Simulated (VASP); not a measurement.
# Ga (Pm-3m) in VASP: further runs

Ga is run at these levels: PBE; tasks: single point.

Program: VASP 6.6.1. These are calculated values, not measurements. Logs are shortened: lines on timing, memory, paths and dates and some standing lists are left out, and cuts for length are marked.

## Step 1: The cell of the first run

Symmetry: Pm-3m, No. 221, cubic system. Conventional cell: a = 2.758 Å, b = 2.758 Å, c = 2.758 Å, α = 90.00°, β = 90.00°, γ = 90.00°. Ga (site symmetry m-3m) has 6 Ga at 2.76 Å within 3.6 Å.

## Step 2: Single point, PBE (volume scaled by 1.04)

INCAR

```
SYSTEM = Ga
PREC = Accurate
ENCUT = 520
EDIFF = 1E-6
ISMEAR = -1
SIGMA = 0.1
LREAL = .FALSE.
LASPH = .TRUE.
NELM = 60
ALGO = Normal
ISIF = 2
LWAVE = .FALSE.
LCHARG = .FALSE.
GGA = PE
NBANDS = 12
```

KPOINTS

```
regular mesh
0
G
  19 19 19
  0 0 0
```

POSCAR

```
Ga
1.0
    2.7576775835      0.0000000000      0.0000000000
    0.0000000000      2.7576775835      0.0000000000
    0.0000000000      0.0000000000      2.7576775835
Ga
1
Direct
    0.0000000000      0.0000000000      0.0000000000
```

Potentials or basis: VASP PAW PBE potentials, release 64 (Ga_d).

Launch:

```
$ cat potpaw_PBE.64/Ga_d/POTCAR > POTCAR
$ mpirun -np 1 vasp_std > vasp.out
```

OUTCAR:

```text
SYSTEM = Ga
   PREC = Accurate
   ENCUT = 520
   EDIFF = 1E-6
   ISMEAR = -1
   LREAL = .FALSE.
   LASPH = .TRUE.
   NELM = 60
   ISIF = 2
   GGA = PE

 ion  position               nearest neighbor table
   1  0.000  0.000  0.000-

  LATTYP: Found a simple cubic cell.
 ALAT       =     2.7576775835

  Lattice vectors:

 A1 = (   2.7576775835,   0.0000000000,   0.0000000000)
 A2 = (   0.0000000000,   2.7576775835,   0.0000000000)
 A3 = (   0.0000000000,   0.0000000000,   2.7576775835)

Analysis of symmetry for initial positions (statically):
=====================================================================
 Subroutine PRICEL returns:
 Original cell was already a primitive cell.

 Routine SETGRP: Setting up the symmetry group for a
 simple cubic supercell.

 Subroutine GETGRP returns: Found 48 space group operations
 (whereof 48 operations were pure point group operations)
 out of a pool of 48 trial point group operations.

The static configuration has the point symmetry O_h .

Analysis of symmetry for dynamics (positions and initial velocities):
=====================================================================
 Subroutine PRICEL returns:
 Original cell was already a primitive cell.

 Routine SETGRP: Setting up the symmetry group for a
 simple cubic supercell.

 Subroutine GETGRP returns: Found 48 space group operations
 (whereof 48 operations were pure point group operations)
 out of a pool of 48 trial point group operations.

The dynamic configuration has the point symmetry O_h .

 Subroutine INISYM returns: Found 48 space group operations
 (whereof 48 operations are pure point group operations),
 and found     1 'primitive' translations

----------------------------------------------------------------------------------------

                                     Primitive cell

  volume of cell :      20.9715

  direct lattice vectors                    reciprocal lattice vectors
     2.757677584  0.000000000  0.000000000     0.362623972  0.000000000  0.000000000
     0.000000000  2.757677584  0.000000000     0.000000000  0.362623972  0.000000000
     0.000000000  0.000000000  2.757677584     0.000000000  0.000000000  0.362623972

  length of vectors
     2.757677584  2.757677584  2.757677584     0.362623972  0.362623972  0.362623972

  position of ions in fractional coordinates (direct lattice)
     0.000000000  0.000000000  0.000000000

  ion indices of the primitive-cell ions
   primitive index   ion index
                 1           1

----------------------------------------------------------------------------------------

 KPOINTS: regular mesh

Automatic generation of k-mesh.
 Grid dimensions read from file:
 generate k-points for:   19   19   19

 Generating k-lattice:

  Cartesian coordinates                     Fractional coordinates (reciprocal lattice)
     0.019085472  0.000000000  0.000000000     0.052631579  0.000000000  0.000000000
     0.000000000  0.019085472  0.000000000     0.000000000  0.052631579  0.000000000
     0.000000000  0.000000000  0.019085472     0.000000000  0.000000000  0.052631579

  Length of vectors
     0.019085472  0.019085472  0.019085472

  Shift w.r.t. Gamma in fractional coordinates (k-lattice)
     0.000000000  0.000000000  0.000000000

 Subroutine IBZKPT returns following result:
 ===========================================

 Found    220 irreducible k-points:

 Following reciprocal coordinates:
            Coordinates               Weight
  0.000000  0.000000  0.000000      1.000000
  0.052632  0.000000  0.000000      6.000000
  0.105263  0.000000  0.000000      6.000000
  0.157895  0.000000  0.000000      6.000000
  0.210526  0.000000  0.000000      6.000000
  0.263158  0.000000  0.000000      6.000000
[... 16 lines left out ...]
  0.263158  0.105263  0.000000     24.000000
  0.315789  0.105263  0.000000     24.000000
 [... further k-points ...]
   k-points           NKPTS =    220   k-points in BZ     NKDIM =    220   number of bands    NBANDS=     12
   number of dos      NEDOS =    301   number of ions     NIONS =      1
   total plane-waves  NPLWV =  13824
   dimension x,y,z NGX =    24 NGY =   24 NGZ =   24
   dimension x,y,z NGXF=    48 NGYF=   48 NGZF=   48
   ions per type =               1
   NGX,Y,Z   is equivalent  to a cutoff of  14.47, 14.47, 14.47 a.u.
   NGXF,Y,Z  is equivalent  to a cutoff of  28.94, 28.94, 28.94 a.u.
 SYSTEM =  Ga
   PREC   = accura    normal or accurate (medium, high low for compatibility)
   ISTART =      0    job   : 0-new  1-cont  2-samecut
   ICHARG =      2    charge: 1-file 2-atom 10-const
   ISPIN  =      1    spin polarized calculation?
   LNONCOLLINEAR =      F non collinear calculations
   LSORBIT =      F    spin-orbit coupling
   LASPH  =      T    aspherical Exc in radial PAW
   ENCUT  =  520.0 eV  38.22 Ry    6.18 a.u.   5.13  5.13  5.13*2*pi/ulx,y,z
   NELM   =     60;   NELMIN=  2; NELMDL= -5     # of ELM steps
   EDIFF  = 0.1E-05   stopping-criterion for ELM
   LREAL  =      F    real-space projection
   EDIFFG = 0.1E-04   stopping-criterion for IOM
   NSW    =      0    number of steps for IOM
   IBRION =     -1    ionic relax: 0-MD 1-quasi-New 2-CG
   NFREE  =      0    steps in history (QN), initial steepest desc. (CG)
   ISIF   =      2    stress and relaxation
   ISYM   =      2    0-nonsym 1-usesym 2-fastsym
   POTIM  = 0.5000    time-step for ionic-motion
   TEBEG  =    0.0;   TEEND  =   0.0 temperature during run
   PSTRESS=    0.0 pullay stress
   NELECT =      13.0000    total number of electrons
   NUPDOWN=      -1.0000    fix difference up-down
   EMIN   =  10.00;   EMAX   =-10.00  energy-range for DOS
   EFERMI =   0.00;   METHOD = LEGACY
   ISMEAR =    -1;   SIGMA  =   0.10  broadening in eV -4-tet -1-fermi 0-gaus
   EFERMI_NEDOS =   21; number of points for ismear=-14 and -15
   IALGO  =     38    algorithm
   IMIX   =      4    mixing-type and parameters
     AMIX     =   0.40;   BMIX     =  1.00
     AMIX_MAG =   1.60;   BMIX_MAG =  1.00
  volume/ion in A,a.u.               =      20.97       141.52
  Fermi-wavevector in a.u.,A,eV,Ry     =   1.395873  2.637817 26.510413  1.948460
  Thomas-Fermi vector in A             =   2.519282
   LORBIT       =      0    0 simple, 1 ext, 2 COOP (PROOUT), +10 PAW based schemes
   GGA     = PE    functional components
   LHFCALC =     F    Hartree Fock is set to
   AEXX    =    0.0000 exact exchange contribution
   IVDW    =     0    specifies the selected vdW correction
   LEPSILON=     F    determine dielectric tensor
   LRPA    =     F    only Hartree local field effects (RPA)
 non-spin polarized calculation
  energy-cutoff  :      520.00
  volume of cell :       20.97
 maximum number of plane-waves:       587
 NGX is ok and might be reduce to    24
   NGX = 11   NGY = 11   NGZ = 11

 number of electron      13.0000000 magnetization

 Free energy of the ion-electron system (eV)
  ---------------------------------------------------
  ext. energy  EPLUGINS =         0.00000000
  ---------------------------------------------------
  free energy    TOTEN  =        -2.82882158 eV

  energy without entropy =       -2.81251252  energy(sigma->0) =       -2.82066705

 E-fermi :   4.3893     XC(G=0): -10.4185

 val. band max:        4.3352975765   @ k =   0.4737   0.3684   0.2632
 cond. band min:       4.3951900718   @ k =   0.4737   0.4211   0.2105
 fundamental gap:      0.0598924954
 Fermi energy:         4.3893450069

 k-point     1 :       0.0000    0.0000    0.0000
  band No.  band energies     occupation
      1     -10.6665      2.00000
      2     -10.6665      2.00000
      3     -10.2057      2.00000
      4     -10.2057      2.00000
      5     -10.2057      2.00000
      6      -5.8731      2.00000
      7      13.0397      0.00000
      8      13.0397      0.00000
      9      13.0397      0.00000
     10      15.9892      0.00000
     11      15.9892      0.00000
     12      18.2043      0.00000

 k-point     2 :       0.0526    0.0000    0.0000
  band No.  band energies     occupation
      1     -10.6656      2.00000
      2     -10.6579      2.00000
      3     -10.2092      2.00000
      4     -10.2092      2.00000
      5     -10.2054      2.00000
      6      -5.8189      2.00000
      7      12.1081      0.00000
      8      13.0956      0.00000
      9      13.0956      0.00000
     10      16.0358      0.00000
     11      16.6991      0.00000
     12      18.5601      0.00000

 k-point     3 :       0.1053    0.0000    0.0000
  band No.  band energies     occupation
      1     -10.6629      2.00000
      2     -10.6332      2.00000
      3     -10.2191      2.00000
      4     -10.2191      2.00000
      5     -10.2046      2.00000
      6      -5.6561      2.00000
      7      10.4641      0.00000
      8      13.2621      0.00000
      9      13.2621      0.00000
     10      16.1758      0.00000
     11      17.3940      0.00000
     12      19.9077      0.00000
[... 286 lines left out ...]
 k-point    23 :       0.2632    0.1053    0.0000
  band No.  band energies     occupation
      1     -10.6241      2.00000
      2     -10.4833      2.00000
      3     -10.2938      2.00000
      4     -10.2727      2.00000
      5     -10.2128      2.00000
      6      -4.2943      2.00000
      7       5.7119      0.00000
      8      11.8132      0.00000
      9      14.5872      0.00000
     10      17.9510      0.00000
     11      20.3513      0.00000
     12      22.7015      0.00000

 k-point    24 :       0.3158    0.1053    0.0000
  band No.  band energies     occupation
      1     -10.6183      2.00000
      2     -10.4358      2.00000
      3     -10.3154      2.00000
      4     -10.2926      2.00000
      5     -10.2110      2.00000
      6      -3.6990      2.00000
      7       4.2383      1.63813
      8      12.3475      0.00000
      9      15.1086      0.00000
     10      18.4166      0.00000
     11      19.9711      0.00000
     12      22.2858      0.00000

 [... further k-points ...]

------------------------ aborting loop because EDIFF is reached ----------------------------------------

  FORCE on cell =-STRESS in cart. coord.  units (eV):
  Direction    XX          YY          ZZ          XY          YZ          ZX
  --------------------------------------------------------------------------------------
  -------------------------------------------------------------------------------------
  Total       -0.2145073     -0.2145073     -0.2145073     -0.0000000      0.0000000     -0.0000000
  in kB      -16.3878559    -16.3878559    -16.3878559     -0.0000000      0.0000000     -0.0000000
  external PRESSURE =     -16.3878559 kB  Pullay stress =       0.0000000 kB

 VOLUME and BASIS-vectors are now :
 -----------------------------------------------------------------------------
  energy-cutoff  :      520.00
  volume of cell :       20.97
      direct lattice vectors                 reciprocal lattice vectors
     2.757677584  0.000000000  0.000000000     0.362623972  0.000000000  0.000000000
     0.000000000  2.757677584  0.000000000     0.000000000  0.362623972  0.000000000
     0.000000000  0.000000000  2.757677584     0.000000000  0.000000000  0.362623972

 POSITION                                       TOTAL-FORCE (eV/Angst)
 -----------------------------------------------------------------------------------
      0.00000      0.00000      0.00000         0.000000      0.000000      0.000000
 -----------------------------------------------------------------------------------
    total drift:                                0.000000     -0.000000      0.000000

  FREE ENERGIE OF THE ION-ELECTRON SYSTEM (eV)
  ---------------------------------------------------
  free  energy   TOTEN  =        -2.8288215836 eV

  energy  without entropy=       -2.8125125227  energy(sigma->0) =       -2.82066705
```

Wall time 15 s (1 thread of Intel Xeon Platinum 8488C (Sapphire Rapids), shared host); peak memory 0.17 GiB.

What came out:

```yaml
Free_energy: -2.8288 eV
Pressure: -1.6 GPa
```

Levels at points of the mesh, in eV from the Fermi level:
| k point | band 3 | band 4 | band 5 | band 6 | band 7 | band 8 | band 9 | band 10 |
| --- | --- | --- | --- | --- | --- | --- | --- | --- |
| (0.00, 0.00, 0.00) | -14.60 | -14.60 | -14.60 | -10.26 | 8.65 | 8.65 | 8.65 | 11.60 |

## Step 3: Single point, PBE (volume scaled by 1.08)

INCAR

```
SYSTEM = Ga
PREC = Accurate
ENCUT = 520
EDIFF = 1E-6
ISMEAR = -1
SIGMA = 0.1
LREAL = .False.
LASPH = .True.
NELM = 80
ALGO = Normal
ISIF = 2
LWAVE = .False.
LCHARG = .True.
GGA = PE
LELF = .True.
LVHAR = .True.
NBANDS = 12
```

KPOINTS

```
Automatic mesh
0
Gamma
  19 19 19
  0 0 0
```

POSCAR

```
Ga
1.0
    2.7925886007      0.0000000000      0.0000000000
    0.0000000000      2.7925886007      0.0000000000
    0.0000000000      0.0000000000      2.7925886007
Ga
1
Direct
    0.0000000000      0.0000000000      0.0000000000
```

Potentials or basis: VASP PAW PBE potentials, release 64 (Ga_d).

Launch:

```
$ cat potpaw_PBE.64/Ga_d/POTCAR > POTCAR
$ mpirun -np 1 vasp_std > vasp.out
```

Run time: 16 s. Hardware: 1 thread of Intel Xeon Platinum 8488C (Sapphire Rapids), shared host; peak memory 0.18 GiB.

The run converged. Its results:

* Free energy: -2.8173 eV
* Pressure: -3.0 GPa

Levels at points of the mesh, in eV from the Fermi level:
```csv
k point,band 4,band 5,band 6,band 7,band 8,band 9
"(0.00, 0.00, 0.00)",-14.61,-14.61,-10.03,8.39,8.39,8.39
```

## Step 4: Single point, PBE (volume scaled by 1.12)

INCAR

```
SYSTEM = Ga
ALGO = Normal ; EDIFF = 1E-6
ENCUT = 520 ; GGA = PE
ISIF = 2 ; ISMEAR = -1
LASPH = .True. ; LCHARG = .False.
LREAL = .False. ; LWAVE = .False.
NBANDS = 12 ; NELM = 80
PREC = Accurate ; SIGMA = 0.1
```

KPOINTS

```
k-points
0
Gamma
  19 19 19
  0 0 0
```

POSCAR

```
Ga
1.0
    2.8266479160      0.0000000000      0.0000000000
    0.0000000000      2.8266479160      0.0000000000
    0.0000000000      0.0000000000      2.8266479160
Ga
1
Direct
    0.0000000000      0.0000000000      0.0000000000
```

Launch:

```
$ cat potpaw_PBE.64/Ga_d/POTCAR > POTCAR
$ mpirun -np 1 vasp_std > vasp.out
```

Wall time 15 s (1 thread of Intel Xeon Platinum 8488C (Sapphire Rapids), shared host); peak memory 0.18 GiB.

Results (log left out):

- Free energy: -2.8001 eV
- Pressure: -3.9 GPa

Levels at points of the mesh, in eV from the Fermi level:
```tsv
k point	band 3	band 4	band 5	band 6	band 7	band 8	band 9	band 10
(0.00, 0.00, 0.00)	-14.62	-14.62	-14.62	-9.82	8.15	8.15	8.15	11.14
```

## Step 5: Overview

| cell | gap on the mesh (eV) | pressure (GPa) |
| --- | --- | --- |
| a = 2.758 Å, 1 atom | none | -1.6 |
| a = 2.793 Å, 1 atom | none | -3.0 |
| a = 2.827 Å, 1 atom | none | -3.9 |

Alike in all rows: task single point; level PBE; potentials or basis VASP PAW PBE potentials, release 64 (Ga_d); no spin polarisation; k mesh 19 × 19 × 19; cutoff (eV) 520; smearing fermi-dirac 0.1 eV.

Absolute energies hang on the potentials; compare differences alone.
